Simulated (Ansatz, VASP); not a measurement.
**One calculation of Ge, two programs**

File INCAR:

```
SYSTEM = Ge
ALGO = Normal ; EDIFF = 1E-6
ENCUT = 520 ; GGA = PE
ISIF = 2 ; ISMEAR = 0
LASPH = .TRUE. ; LCHARG = .FALSE.
LREAL = .FALSE. ; LWAVE = .FALSE.
NBANDS = 36 ; NELM = 60
PREC = Accurate ; SIGMA = 0.15
```

KPOINTS

```
k-points
0
G
  12 12 8
  0 0 0
```

Contents of POSCAR:

```
Ge
1.0
    3.9364120065      0.0000000000      0.0000000000
   -1.9682060033      3.4090327973      0.0000000000
    0.0000000000      0.0000000000      6.7929161153
Ge
4
Direct
    0.6666666667      0.3333333333      0.0627911807
    0.3333333333      0.6666666667      0.5627911807
    0.6666666667      0.3333333333      0.4372088193
    0.3333333333      0.6666666667      0.9372088193
```

Input for Ansatz:

```yaml
crystal:
  lattice:
    - [3.9364120065, 0.0, 0.0]
    - [-1.9682060033, 3.4090327973, 0.0]
    - [0.0, 0.0, 6.7929161153]
  atoms:
    - { symbol: Ge, position: [0.6666666667, 0.3333333333, 0.0627911807] }
    - { symbol: Ge, position: [0.3333333333, 0.6666666667, 0.5627911807] }
    - { symbol: Ge, position: [0.6666666667, 0.3333333333, 0.4372088193] }
    - { symbol: Ge, position: [0.3333333333, 0.6666666667, 0.9372088193] }
basis:
  ecutwfc: 420
kpoints:
  mp_grid: { grid: [12, 12, 8] }
hamiltonian:
  xc: pbe
scf:
  occupations: { method: gaussian, width: 0.15 }
output:
  forces: true
  stress: true
  eigenvalues: true
  write_density: true
  write_potential: true
  elf: true
  volumetric_format: npy
```

Change from the starting cell: strain -0.030 along x and y, +0.015 along z, atoms carried along.

Alike in both runs: task single point; functional PBE; k mesh 12 × 12 × 8; occupations gaussian, width 0.15 eV; no spin polarisation.

```csv
,VASP,Ansatz
version,VASP 6.6.1,Ansatz 0.2.0
potentials or method,"VASP PAW PBE potentials, release 64 (Ge_d), cutoff 520 eV","scalar-relativistic, plane waves, PAW"
valence electrons in the cell,56,56
```

Ansatz gave:

```
gap on the k mesh at the Fermi level (eV)                     : none
pressure (GPa)                                                : 3.3
traceless stress, the component that is largest in VASP (GPa) : -5.07
rms of the force components (eV/Å)                            : 0.234
```

Question: What did VASP give for the same quantities?

Answer: gap on the k mesh at the Fermi level (eV): none; pressure (GPa): 3.3; traceless stress, the component that is largest in VASP (GPa): -5.07; rms of the force components (eV/Å): 0.232.

Atom by atom the forces differ by 0.002 eV/Å (rms over components). A gap of «none» marks a metal or a gap that the smearing closes. The functional is the same, so the differences come from potentials, cutoffs and numerics.
